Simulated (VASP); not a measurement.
# H6C3O in VASP: a series of runs

Runs on H6C3O. Level: PBE+D3(BJ). Tasks: single point.

Everything below comes from runs of VASP 6.6.1. Logs are shortened: lines on timing, memory, paths and dates and some standing lists are left out, and cuts for length are marked.

### 1 The cell of the first run

The cell holds an amorphous packing of atoms, 30 atoms: a = 7.542 Å, b = 7.542 Å, c = 7.542 Å, α = 90.00°, β = 90.00°, γ = 90.00°.

### 2 Single point, PBE+D3(BJ)

Input file INCAR:

```
SYSTEM = H6C3O
ALGO = Normal ; EDIFF = 1E-7
ENCUT = 520 ; GGA = PE
ISIF = 2 ; ISMEAR = -1
IVDW = 12 ; LASPH = .TRUE.
LCHARG = .FALSE. ; LREAL = Auto
LWAVE = .FALSE. ; NBANDS = 57
NELM = 60 ; PREC = Accurate
SIGMA = 0.02
```

Input file KPOINTS:

```
k-points
0
G
  1 1 1
  0 0 0
```

Input file POSCAR:

```
H6C3O
1.0
    7.5419870000      0.0000000000      0.0000000000
    0.0000000000      7.5419870000      0.0000000000
    0.0000000000      0.0000000000      7.5419870000
O C H
3 9 18
Direct
   -0.0365421374      0.9325468768      0.7283886210
    0.2278599767      0.4276060907      0.2334675867
    0.7763909720      0.6564136914      1.1932073521
    0.0397648738      0.8483030295      0.6146963653
    0.2533508865      0.2706617402      0.2090725158
    0.7908074544      0.6412610299      1.0337377902
    0.6834883805      0.2047777772      0.4885835642
    0.6993347463      0.1906140117      0.3129818898
    0.4723114636      0.7320544187      0.7070994154
    0.4974365616      0.7021146803      0.5346556080
    0.0884225218      0.3626704301      0.8114342331
    0.1583207262      0.3417846285      0.6503065089
    0.1297632239      0.9124893445      0.5167499347
    0.0256708138      0.7014373699      0.6010205914
    0.2908554670      0.1783181584      0.3183957998
    0.2439047667      0.2121781994      0.0733236144
    0.8554077346      0.7443713604      0.9493488097
    0.7371850443      0.5230675918      0.9619381974
    0.6840413851      0.3340879587      0.5535417738
    0.6706425930      0.0884883275      0.5734580445
    0.7132057797      0.3084809226      0.2301986746
    0.7004757729      0.0616222447      0.2473628508
    0.5625505329      0.8158076904      0.7830831724
    0.3608738680      0.6744266770      0.7792634915
    0.6110374377      0.7568275015      0.4637632795
    0.4067565724      0.6202353314      0.4568574011
   -0.0374407344      0.3004852794      0.8466118385
    0.1522844026      0.4434879127      0.9133757917
    0.0897883820      0.2649157144      0.5487132403
    0.2844885317      0.4010617103      0.6129872433
```

Potentials or basis: VASP PAW PBE potentials, release 64 (O, C, H).

Launch:

```console
$ cat potpaw_PBE.64/O/POTCAR potpaw_PBE.64/C/POTCAR potpaw_PBE.64/H/POTCAR > POTCAR
$ mpirun -np 1 vasp_gam > vasp.out
```

OUTCAR:

```text
SYSTEM = H6C3O
   EDIFF = 1E-7
   ENCUT = 520
   GGA = PE
   ISIF = 2
   ISMEAR = -1
   IVDW = 12
   LASPH = .TRUE.
   LREAL = Auto
   NELM = 60
   PREC = Accurate
 IVDW          = 12

 ion  position               nearest neighbor table
   1  0.963  0.933  0.728-   4 1.21
   2  0.228  0.428  0.233-   5 1.21
   3  0.776  0.656  0.193-   6 1.21
   4  0.040  0.848  0.615-  13 1.11  14 1.12   1 1.21
   5  0.253  0.271  0.209-  15 1.12  16 1.12   2 1.21
   6  0.791  0.641  0.034-  17 1.12  18 1.12   3 1.21
   7  0.683  0.205  0.489-  20 1.09  19 1.09   8 1.33
   8  0.699  0.191  0.313-  21 1.09  22 1.09   7 1.33
   9  0.472  0.732  0.707-  23 1.09  24 1.09  10 1.33
  10  0.497  0.702  0.535-  25 1.09  26 1.09   9 1.33
  11  0.088  0.363  0.811-  27 1.09  28 1.09  12 1.33
  12  0.158  0.342  0.650-  30 1.09  29 1.09  11 1.33
  13  0.130  0.912  0.517-   4 1.11
  14  0.026  0.701  0.601-   4 1.12
  15  0.291  0.178  0.318-   5 1.12
  16  0.244  0.212  0.073-   5 1.12
  17  0.855  0.744  0.949-   6 1.12
  18  0.737  0.523  0.962-   6 1.12
[... 10 lines left out ...]
  29  0.090  0.265  0.549-  12 1.09
  30  0.284  0.401  0.613-  12 1.09

  LATTYP: Found a simple cubic cell.
 ALAT       =     7.5419870000

  Lattice vectors:

 A1 = (   7.5419870000,   0.0000000000,   0.0000000000)
 A2 = (   0.0000000000,   7.5419870000,   0.0000000000)
 A3 = (   0.0000000000,   0.0000000000,   7.5419870000)

Analysis of symmetry for initial positions (statically):
=====================================================================
 Subroutine PRICEL returns:
 Original cell was already a primitive cell.

 Routine SETGRP: Setting up the symmetry group for a
 simple cubic supercell.

 Subroutine GETGRP returns: Found  1 space group operations
 (whereof  1 operations were pure point group operations)
 out of a pool of 48 trial point group operations.

The static configuration has the point symmetry C_1 .

Analysis of symmetry for dynamics (positions and initial velocities):
=====================================================================
 Subroutine PRICEL returns:
 Original cell was already a primitive cell.

 Routine SETGRP: Setting up the symmetry group for a
 simple cubic supercell.

 Subroutine GETGRP returns: Found  1 space group operations
 (whereof  1 operations were pure point group operations)
 out of a pool of 48 trial point group operations.

The dynamic configuration has the point symmetry C_1 .

 Subroutine INISYM returns: Found  1 space group operations
 (whereof  1 operations are pure point group operations),
 and found     1 'primitive' translations

----------------------------------------------------------------------------------------

                                     Primitive cell

  volume of cell :     429.0000

  direct lattice vectors                    reciprocal lattice vectors
     7.541987000  0.000000000  0.000000000     0.132591053  0.000000000  0.000000000
     0.000000000  7.541987000  0.000000000     0.000000000  0.132591053  0.000000000
     0.000000000  0.000000000  7.541987000     0.000000000  0.000000000  0.132591053

  length of vectors
     7.541987000  7.541987000  7.541987000     0.132591053  0.132591053  0.132591053

  position of ions in fractional coordinates (direct lattice)
     0.963457863  0.932546877  0.728388621
     0.227859977  0.427606091  0.233467587
     0.776390972  0.656413691  0.193207352
     0.039764874  0.848303030  0.614696365
     0.253350887  0.270661740  0.209072516
     0.790807454  0.641261030  0.033737790
[... 22 lines left out ...]
     0.089788382  0.264915714  0.548713240
     0.284488532  0.401061710  0.612987243

  ion indices of the primitive-cell ions
   primitive index   ion index
                 1           1
                 2           2
                 3           3
                 4           4
                 5           5
                 6           6
[... 22 lines left out ...]
                29          29
                30          30

----------------------------------------------------------------------------------------

 KPOINTS: k-points

Automatic generation of k-mesh.
 Grid dimensions read from file:
 generate k-points for:    1    1    1

 Generating k-lattice:

  Cartesian coordinates                     Fractional coordinates (reciprocal lattice)
     0.132591053  0.000000000  0.000000000     1.000000000  0.000000000  0.000000000
     0.000000000  0.132591053  0.000000000     0.000000000  1.000000000  0.000000000
     0.000000000  0.000000000  0.132591053     0.000000000  0.000000000  1.000000000

  Length of vectors
     0.132591053  0.132591053  0.132591053

  Shift w.r.t. Gamma in fractional coordinates (k-lattice)
     0.000000000  0.000000000  0.000000000

 Subroutine IBZKPT returns following result:
 ===========================================

 Found      1 irreducible k-points:

 Following reciprocal coordinates:
            Coordinates               Weight
  0.000000  0.000000  0.000000      1.000000
   k-points           NKPTS =      1   k-points in BZ     NKDIM =      1   number of bands    NBANDS=     57
   number of dos      NEDOS =    301   number of ions     NIONS =     30
   total plane-waves  NPLWV = 175616
   dimension x,y,z NGX =    56 NGY =   56 NGZ =   56
   dimension x,y,z NGXF=   112 NGYF=  112 NGZF=  112
   ions per type =               3   9  18
   NGX,Y,Z   is equivalent  to a cutoff of  12.34, 12.34, 12.34 a.u.
   NGXF,Y,Z  is equivalent  to a cutoff of  24.69, 24.69, 24.69 a.u.
 SYSTEM =  H6C3O
   PREC   = accura    normal or accurate (medium, high low for compatibility)
   ISTART =      0    job   : 0-new  1-cont  2-samecut
   ICHARG =      2    charge: 1-file 2-atom 10-const
   ISPIN  =      1    spin polarized calculation?
   LNONCOLLINEAR =      F non collinear calculations
   LSORBIT =      F    spin-orbit coupling
   LASPH  =      T    aspherical Exc in radial PAW
   ENCUT  =  520.0 eV  38.22 Ry    6.18 a.u.  14.02 14.02 14.02*2*pi/ulx,y,z
   NELM   =     60;   NELMIN=  2; NELMDL= -5     # of ELM steps
   EDIFF  = 0.1E-06   stopping-criterion for ELM
   LREAL  =      T    real-space projection
   EDIFFG = 0.1E-05   stopping-criterion for IOM
   NSW    =      0    number of steps for IOM
   IBRION =     -1    ionic relax: 0-MD 1-quasi-New 2-CG
   NFREE  =      0    steps in history (QN), initial steepest desc. (CG)
   ISIF   =      2    stress and relaxation
   ISYM   =      2    0-nonsym 1-usesym 2-fastsym
   POTIM  = 0.5000    time-step for ionic-motion
   TEBEG  =    0.0;   TEEND  =   0.0 temperature during run
   PSTRESS=    0.0 pullay stress
   NELECT =      72.0000    total number of electrons
   NUPDOWN=      -1.0000    fix difference up-down
   EMIN   =  10.00;   EMAX   =-10.00  energy-range for DOS
   EFERMI =   0.00;   METHOD = LEGACY
   ISMEAR =    -1;   SIGMA  =   0.02  broadening in eV -4-tet -1-fermi 0-gaus
   EFERMI_NEDOS =   21; number of points for ismear=-14 and -15
   IALGO  =     38    algorithm
   IMIX   =      4    mixing-type and parameters
     AMIX     =   0.40;   BMIX     =  1.00
     AMIX_MAG =   1.60;   BMIX_MAG =  1.00
  volume/ion in A,a.u.               =      14.30        96.50
  Fermi-wavevector in a.u.,A,eV,Ry     =   0.903025  1.706470 11.094933  0.815455
  Thomas-Fermi vector in A             =   2.026300
   LORBIT       =      0    0 simple, 1 ext, 2 COOP (PROOUT), +10 PAW based schemes
   GGA     = PE    functional components
   LHFCALC =     F    Hartree Fock is set to
   AEXX    =    0.0000 exact exchange contribution
   IVDW    =    12    specifies the selected vdW correction
   LEPSILON=     F    determine dielectric tensor
   LRPA    =     F    only Hartree local field effects (RPA)
 non-spin polarized calculation
  energy-cutoff  :      520.00
  volume of cell :      429.00
 maximum number of plane-waves:      5757
   NGX = 29   NGY = 29   NGZ = 29

 number of electron      72.0000010 magnetization

 Free energy of the ion-electron system (eV)
  ---------------------------------------------------
  ext. energy  EPLUGINS =         0.00000000
  ---------------------------------------------------
  free energy    TOTEN  =      -162.76968412 eV

  energy without entropy =     -162.76968412  energy(sigma->0) =     -162.76968412

 E-fermi :  -2.7236     XC(G=0):  -5.9008

 val. band max:       -3.3015392659   @ k =   0.0000   0.0000   0.0000
 cond. band min:      -0.0514703097   @ k =   0.0000   0.0000   0.0000
 fundamental gap:      3.2500689563
 Fermi energy:        -2.7235957094

 k-point     1 :       0.0000    0.0000    0.0000
  band No.  band energies     occupation
      1     -24.0580      2.00000
      2     -24.0231      2.00000
      3     -23.9174      2.00000
      4     -16.2356      2.00000
      5     -16.0958      2.00000
      6     -16.0739      2.00000
[... 40 lines left out ...]
     47       3.7699      0.00000
     48       3.9127      0.00000
 [bands above 48 left out]

------------------------ aborting loop because EDIFF is reached ----------------------------------------

 Edisp (eV)   -1.10404

 E8    (eV) :    -0.2542

  FORCE on cell =-STRESS in cart. coord.  units (eV):
  Direction    XX          YY          ZZ          XY          YZ          ZX
  --------------------------------------------------------------------------------------
  -------------------------------------------------------------------------------------
  Total      -0.95224    -0.18764     0.43862    -0.14310     0.10920    -0.48722
  in kB      -3.55631    -0.70076     1.63811    -0.53442     0.40782    -1.81960
  external pressure =       -0.87 kB  Pullay stress =        0.00 kB

 VOLUME and BASIS-vectors are now :
 -----------------------------------------------------------------------------
  energy-cutoff  :      520.00
  volume of cell :      429.00
      direct lattice vectors                 reciprocal lattice vectors
     7.541987000  0.000000000  0.000000000     0.132591053  0.000000000  0.000000000
     0.000000000  7.541987000  0.000000000     0.000000000  0.132591053  0.000000000
     0.000000000  0.000000000  7.541987000     0.000000000  0.000000000  0.132591053

 POSITION                                       TOTAL-FORCE (eV/Angst)
 -----------------------------------------------------------------------------------
      7.26639      7.03326      5.49350        -0.225257      0.220979      0.350717
      1.71852      3.22500      1.76081        -0.095695      0.334983      0.129149
      5.85553      4.95066      1.45717         0.004268      0.077402      0.436541
      0.29991      6.39789      4.63603         0.238476     -0.394423     -0.462761
      1.91077      2.04133      1.57682         0.197314     -0.334843     -0.137923
      5.96426      4.83638      0.25445         0.029183      0.024637     -0.514438
[... 22 lines left out ...]
      0.67718      1.99799      4.13839        -0.006372      0.000455      0.036658
      2.14561      3.02480      4.62314         0.025850      0.023870     -0.000007
 -----------------------------------------------------------------------------------
    total drift:                               -0.008937      0.007532     -0.016317

  FREE ENERGIE OF THE ION-ELECTRON SYSTEM (eV)
  ---------------------------------------------------
  free  energy   TOTEN  =      -163.8737247974 eV

  energy  without entropy=     -163.8737247974  energy(sigma->0) =     -163.87372480
```

Run time: 66 s. Hardware: 1 thread of Intel Xeon Platinum 8259CL at 2.50GHz (Skylake/Cascade Lake), shared host; peak memory 0.38 GiB.

Results:

```
Free energy                : -163.8737 eV
Pressure                   : -0.1 GPa
Largest force              : 0.653 eV/Å
Band gap on the k mesh     : 3.25 eV
Dispersion energy per atom : -0.037 eV
```

Forces in eV/Å, atoms in the order of the input:
```
O   -0.225  0.221  0.351
O   -0.096  0.335  0.129
O    0.004  0.077  0.437
C    0.238 -0.394 -0.463
C    0.197 -0.335 -0.138
C    0.029  0.025 -0.514
C   -0.004  0.022  0.028
C    0.013 -0.038 -0.047
C   -0.039 -0.022  0.030
C    0.005  0.003 -0.020
C   -0.010  0.008  0.034
C   -0.028  0.002 -0.037
H   -0.031  0.066 -0.004
H   -0.018  0.078  0.065
H   -0.067  0.041  0.042
H   -0.027 -0.045 -0.009
H   -0.015 -0.076  0.063
H    0.018  0.001  0.013
H   -0.007  0.006  0.003
H    0.006  0.011  0.010
H    0.006 -0.005 -0.003
H   -0.007 -0.006 -0.010
H    0.020  0.013  0.029
H   -0.007  0.020  0.023
H   -0.016 -0.003 -0.031
H    0.023  0.001 -0.010
H   -0.004 -0.003 -0.009
H    0.022 -0.027  0.004
H   -0.006  0.000  0.037
H    0.026  0.024  0.000
```

Stress tensor (GPa, compression positive):
```
-0.36 -0.05 -0.18
-0.05 -0.07  0.04
-0.18  0.04  0.16
```

Caveat: the k points lie up to 0.83 Å⁻¹ apart.

### 3 Single point, PBE+D3(BJ)

Input file INCAR:

```
SYSTEM = H6C3O
PREC = Accurate ; ENCUT = 520
EDIFF = 1E-7 ; ISMEAR = -1
SIGMA = 0.02 ; LREAL = Auto
LASPH = .TRUE. ; NELM = 100
ALGO = Normal ; ISIF = 2
LWAVE = .FALSE. ; LCHARG = .FALSE.
GGA = PE ; IVDW = 12
NBANDS = 57
```

Input file KPOINTS:

```
Automatic mesh
0
G
  1 1 1
  0 0 0
```

Input file POSCAR:

```
H6C3O
1.0
    7.5419870000      0.0000000000      0.0000000000
    0.0000000000      7.5419870000      0.0000000000
    0.0000000000      0.0000000000      7.5419870000
O C H
3 9 18
Direct
   -0.0199682126      0.9426958705      0.7419397567
    0.2094540868      0.4260415723      0.2272610653
    0.7516454218      0.6655805692      1.1890102701
    0.0001060728      0.8157531961      0.6394601317
    0.2793428310      0.2849912099      0.2140019600
    0.7494576694      0.6496431246      1.0305109250
    0.6890226674      0.2105811108      0.5025068327
    0.6833742885      0.1907720074      0.3283352252
    0.4534614021      0.7133796439      0.7095345033
    0.4912896296      0.7155806553      0.5379351622
    0.1221693965      0.3804302500      0.8029183821
    0.1573325438      0.3289716622      0.6402159007
    0.0731637432      0.8357744451      0.5174100671
   -0.0377884502      0.6761613352      0.6626635660
    0.3258822907      0.2261207822      0.3364895750
    0.2969376638      0.2116020619      0.0898569568
    0.8145200993      0.7546950160      0.9380286654
    0.6838516163      0.5328834431      0.9682329073
    0.6857344092      0.3391679142      0.5780041785
    0.6868746923      0.1009946053      0.5900832234
    0.6881210482      0.3122519304      0.2359325202
    0.6604625545      0.0509149645      0.2730049787
    0.5288526750      0.7918072519      0.8069226319
    0.3419125490      0.6356680275      0.7622792243
    0.5999612569      0.7931596806      0.4957181708
    0.4084467396      0.6562461590      0.4310667733
   -0.0041368409      0.3501597126      0.8512875983
    0.2079690670      0.4594412586      0.8895268581
    0.0537258948      0.2529572114      0.5818228008
    0.2783218799      0.3374972670      0.5524008461
```

Potentials or basis: VASP PAW PBE potentials, release 64 (O, C, H).

Launch:

```console
$ cat potpaw_PBE.64/O/POTCAR potpaw_PBE.64/C/POTCAR potpaw_PBE.64/H/POTCAR > POTCAR
$ mpirun -np 1 vasp_gam > vasp.out
```

Wall time 56 s (1 thread of Intel Xeon Platinum 8259CL at 2.50GHz (Skylake/Cascade Lake), shared host); peak memory 0.38 GiB.

It converged, with:

```
Free energy                : -162.9676 eV
Pressure                   : 0.6 GPa
Largest force              : 2.696 eV/Å
Band gap on the k mesh     : 3.33 eV
Dispersion energy per atom : -0.037 eV
```

Forces in eV/Å, atoms in the order of the input:
```
O   -0.306 -1.428 -0.585
O   -1.147  2.395 -0.468
O    0.037  0.227  1.248
C    0.356  1.301  0.968
C    0.478 -1.255  0.527
C    0.588  0.675 -1.550
C   -0.194  1.619  0.883
C   -0.421 -0.024 -1.689
C   -0.593 -0.283  0.706
C   -1.054 -0.238 -0.473
C    1.602  1.173  0.463
C    1.202 -0.540 -1.576
H    0.291  0.124 -0.896
H   -0.371 -0.080  0.435
H    0.540 -1.015  0.473
H    0.046 -0.171 -0.682
H   -0.506 -0.858  0.637
H    0.008 -0.031 -0.270
H    0.320 -0.534 -0.915
H   -0.093 -1.116  0.605
H   -0.100 -1.464  0.873
H    0.563  1.528  0.252
H   -0.040 -0.227 -0.267
H    0.235  0.302 -0.108
H    1.020  0.625 -0.653
H    0.432 -0.059  0.700
H   -1.519 -0.385  0.892
H   -0.042 -0.208 -0.075
H   -0.631 -0.514 -0.746
H   -0.700  0.464  1.289
```

Stress tensor (GPa, compression positive):
```
 0.79 -0.29 -0.26
-0.29 -0.45 -0.65
-0.26 -0.65  1.45
```

Levels at points of the mesh, in eV from the valence-band top:
| k point | band 33 | band 34 | band 35 | band 36 | band 37 | band 38 | band 39 | band 40 |
| --- | --- | --- | --- | --- | --- | --- | --- | --- |
| (0.00, 0.00, 0.00) | -0.67 | -0.31 | -0.07 | 0.00 | 3.33 | 3.47 | 3.55 | 4.90 |

Caveat: the k points lie up to 0.83 Å⁻¹ apart.

(Continued in part 2 of 2.)
